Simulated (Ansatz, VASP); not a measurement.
One calculation of SrO, two programs

The input POSCAR:

```
SrO
1.0
    3.4747170635      0.0000000000      0.0000000000
   -1.7373585317      3.0091932480      0.0000000000
    0.0000000000      0.0000000000      6.0816056306
Sr O
2 2
Direct
    0.3333333333      0.6666666667      0.2500000000
    0.6666666667      0.3333333333      0.7500000000
    0.0000000000      0.0000000000      0.0000000000
    0.0000000000      0.0000000000      0.5000000000
```

INCAR.step1

```
PREC = Accurate
ENCUT = 520
ISMEAR = 0
SIGMA = 0.01
LREAL = False
LASPH = True
NELM = 60
NBANDS = 24
GGA = PE
ALGO = Normal
EDIFF = 1E-4
LWAVE = True
LCHARG = False
```

The input INCAR.step2:

```
PREC = Accurate
ENCUT = 520
EDIFF = 1E-7
ISMEAR = 0
SIGMA = 0.01
LREAL = False
LASPH = True
NELM = 60
ALGO = Normal
ISIF = 2
LWAVE = False
LCHARG = True
METAGGA = R2SCAN
LMIXTAU = True
LELF = True
LVHAR = True
NBANDS = 24
ISTART = 1
```

File KPOINTS:

```
Automatic mesh
0
Gamma
  9 9 4
```

Input for Ansatz:

```yaml
crystal:
  lattice:
    - [3.4747170635, 0.0, 0.0]
    - [-1.7373585317, 3.009193248, 0.0]
    - [0.0, 0.0, 6.0816056306]
  atoms:
    - { symbol: Sr, position: [0.3333333333, 0.6666666667, 0.25] }
    - { symbol: Sr, position: [0.6666666667, 0.3333333333, 0.75] }
    - { symbol: O, position: [0.0, 0.0, 0.0] }
    - { symbol: O, position: [0.0, 0.0, 0.5] }
kpoints:
  mp_grid: { grid: [9, 9, 4] }
hamiltonian:
  xc: r2scan
scf:
  occupations: { method: fixed }
  n_extra_bands: 5
output:
  forces: true
  stress: true
  eigenvalues: true
```

Alike in both runs: task single point; functional r2SCAN; k mesh 9 × 9 × 4; no spin polarisation.

```csv
,VASP,Ansatz
version,VASP 6.6.1,Ansatz 0.2.0
potentials or method,"VASP PAW PBE potentials, release 64 (Sr_sv, O)","plane waves, PAW"
plane-wave cutoff (eV),520,500
occupations,"gaussian, width 0.01 eV",fixed
valence electrons in the cell,32,32
```

```tsv
	VASP	Ansatz	Ansatz less VASP
gap on the k mesh at the Fermi level (eV)	3.54	3.59	+0.047
pressure (GPa)	7.2	6.4	-0.74
traceless stress, the component that is largest in VASP (GPa)	0.74	0.74	-0.001
```

VASP's potentials were made for PBE, not for r2SCAN.
